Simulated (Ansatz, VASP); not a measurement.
**Two plane-wave programs on BiMo**

File INCAR:

```
SYSTEM = BiMo
PREC     = Accurate       ! precision mode
ENCUT    = 520            ! plane-wave cutoff, eV
EDIFF    = 1E-6           ! SCF threshold, eV
ISMEAR   = 0              ! smearing method
SIGMA    = 0.05           ! smearing width, eV
LREAL    = .False.        ! projectors in reciprocal space
LASPH    = .True.         ! aspherical terms in the spheres
NELM     = 100            ! most SCF steps
ALGO     = Fast           ! electronic algorithm
ISIF     = 2              ! what is computed and relaxed
LWAVE    = .False.        ! write WAVECAR
LCHARG   = .False.        ! write CHGCAR
GGA      = PS             ! functional
NBANDS   = 22             ! bands
```

The input KPOINTS:

```
regular mesh
0
Gamma
  10 10 10
  0 0 0
```

Contents of POSCAR:

```
BiMo
1.0
    0.0000000000      3.1509347928      3.1509347928
    3.1509347928      0.0000000000      3.1509347928
    3.1509347928      3.1509347928      0.0000000000
Mo Bi
1 1
Direct
    0.0000000000      0.0000000000      0.0000000000
    0.2500000000      0.2500000000      0.2500000000
```

Input for Ansatz:

```yaml
crystal:
  lattice:
    - [0.0, 3.1509347928, 3.1509347928]
    - [3.1509347928, 0.0, 3.1509347928]
    - [3.1509347928, 3.1509347928, 0.0]
  atoms:
    - { symbol: Mo, position: [0.0, 0.0, 0.0] }
    - { symbol: Bi, position: [0.25, 0.25, 0.25] }
basis:
  ecutwfc: 420
  ecutrho_ratio: 4
kpoints:
  mp_grid: { grid: [10, 10, 10] }
hamiltonian:
  xc: pbesol
scf:
  occupations: { method: gaussian, width: 0.05 }
output:
  forces: true
  stress: true
  eigenvalues: true
```

Alike in both runs: task single point; functional PBEsol; k mesh 10 × 10 × 10; occupations gaussian, width 0.05 eV; no spin polarisation.

|  | VASP | Ansatz |
| --- | --- | --- |
| version | VASP 6.6.1 | Ansatz 0.2.0 |
| potentials or method | VASP PAW PBE potentials, release 64 (Mo_sv, Bi_d), cutoff 520 eV | scalar-relativistic, plane waves, PAW |
| valence electrons in the cell | 29 | 29 |

|  | VASP | Ansatz | Ansatz less VASP |
| --- | --- | --- | --- |
| gap on the k mesh at the Fermi level (eV) | none | none | - |
| pressure (GPa) | -2.7 | -2.7 | -0.02 |

VASP's potentials were made for PBE, not for PBEsol. A gap of «none» marks a metal or a gap that the smearing closes.

Spin-orbit coupling is off throughout.
